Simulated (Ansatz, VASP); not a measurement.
One calculation of Pd, two programs

```
Pd
1.0
     0.00000    1.97101    1.97101
     1.97101    0.00000    1.97101
     1.97101    1.97101    0.00000
Pd
1
Cartesian
  0.0000 0.0000 0.0000
```

Alike in both runs: functional PBE; k mesh 18 × 18 × 18; occupations gaussian, width 0.1 eV; no spin polarisation.

Ansatz relaxed the structure, and its values are those at the end. VASP's run is a single point on that final structure, the one shown.

```csv
,VASP,Ansatz
version,VASP 6.6.1,Ansatz 0.2.0
potentials or method,"VASP PAW PBE potentials, release 64 (Pd), cutoff 500 eV","scalar-relativistic, plane waves, PAW"
valence electrons in the cell,10,18
```

Ansatz gave:

```
gap on the k mesh at the Fermi level (eV) : none
pressure (GPa)                            : 0.0
```

**Question.** Which values does VASP return?

**Answer.** gap on the k mesh at the Fermi level (eV): none; pressure (GPa): -0.2.

A gap of «none» marks a metal or a gap that the smearing closes. The functional is the same, so the differences come from potentials, cutoffs and numerics. VASP's potentials hold 10 valence electrons a cell and Ansatz's 18, so a difference there can come from the potentials and not from the codes.
